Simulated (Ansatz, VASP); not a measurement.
**Y2SiSe in VASP and in Ansatz**

```
Y Si Se
1.0
     4.93953    0.00000    0.00000
     0.00000    4.93953    0.00000
     0.00000    0.00000    4.39992
Y Si Se
2 1 1
Direct
  0.50000 0.00000 0.88097
  0.00000 0.50000 0.88097
  0.50000 0.50000 0.76123
  0.00000 0.00000 0.00039
```

Alike in both runs: task relaxation of cell and atoms; functional PBE; k mesh 4 × 4 × 4; occupations gaussian, width 0.1 eV; no spin polarisation.

```csv
,VASP,Ansatz
version,VASP 6.6.1,Ansatz 0.2.0
potentials or method,"VASP PAW PBE potentials, release 64 (Y_sv, Si, Se), cutoff 600 eV","scalar-relativistic, plane waves, PAW"
valence electrons in the cell,32,42
```

|  | VASP | Ansatz | Ansatz less VASP |
| --- | --- | --- | --- |
| gap on the k mesh at the Fermi level, each at its own relaxed structure (eV) | none | none | - |
| relaxed volume (Å³/atom) | 23.06 | 23.48 | +0.417 |
| relaxed cell length with the largest relative difference (Å) | 5.169 | 5.205 | +0.0360 |

A gap of «none» marks a metal or a gap that the smearing closes. VASP's potentials hold 32 valence electrons a cell and Ansatz's 42, so a difference there can come from the potentials and not from the codes.
